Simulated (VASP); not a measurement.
Here is a VASP 6.6.1 calculation.

INCAR

```
  PREC = Accurate
  ENCUT = 520
  EDIFF = 1E-6
  ISMEAR = 0
  SIGMA = 0.05
  LREAL = False
  LASPH = True
  NELM = 60
  ALGO = Normal
  ISIF = 2
  LWAVE = False
  LCHARG = True
  GGA = PE
  LELF = True
  LVHAR = True
  NBANDS = 11
```

The input KPOINTS:

```
regular mesh
0
Gamma
  10 10 10
```

File POSCAR:

```
BP
1.0
    0.0000000000      2.3881225000      2.2690000000
    2.2690000000      0.0000000000      2.2690000000
    2.2690000000      2.3881225000      0.0000000000
B P
1 1
Direct
    0.0000000000      0.0000000000      0.0000000000
    0.7500000000      0.7500000000      0.7500000000
```

Potentials or basis: VASP PAW PBE potentials, release 64 (B, P).

The run is started by

```sh
$ cat potpaw_PBE.64/B/POTCAR potpaw_PBE.64/P/POTCAR > POTCAR
$ mpirun -np 1 vasp_std > vasp.out
```

What does it give for the pressure?

-6.8 GPa.

What does it give for the band gap on the k mesh?

0.93 eV, indirect (least direct gap 3.08 eV).

Stress tensor (GPa, compression positive):
```
 -2.13   0.00   0.00
  0.00 -16.12   0.00
  0.00   0.00  -2.13
```

Caveat: the cell differs from its parent crystal (strain +0.0525 x Voigt [0, 1, 0, 0, 0, 0]). A k mesh can miss the band edges.
